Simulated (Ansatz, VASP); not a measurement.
## ZnO in VASP and in Ansatz

```
Zn O
1.0
     3.03525    0.00000    0.00000
    -1.51762    2.62860    0.00000
     0.00000    0.00000    5.22616
Zn O
2 2
Direct
  0.00000 0.00000 0.00000
  0.00000 0.00000 0.50000
  0.33333 0.66667 0.25000
  0.66667 0.33333 0.75000
```

Alike in both runs: task single point; functional r2SCAN; k mesh 9 × 9 × 4; no spin polarisation.

|  | VASP | Ansatz |
| --- | --- | --- |
| version | VASP 6.6.1 | Ansatz 0.2.0 |
| potentials or method | VASP PAW PBE potentials, release 64 (Zn, O) | plane waves, PAW |
| plane-wave cutoff (eV) | 520 | 500 |
| occupations | gaussian, width 0.01 eV | fixed |
| valence electrons in the cell | 36 | 36 |

|  | VASP | Ansatz | Ansatz less VASP |
| --- | --- | --- | --- |
| gap on the k mesh at the Fermi level (eV) | 1.04 | 1.06 | +0.016 |
| pressure (GPa) | -8.6 | -9.7 | -1.08 |
| traceless stress, the component that is largest in VASP (GPa) | -1.00 | -0.88 | +0.118 |

VASP's potentials were made for PBE, not for r2SCAN.
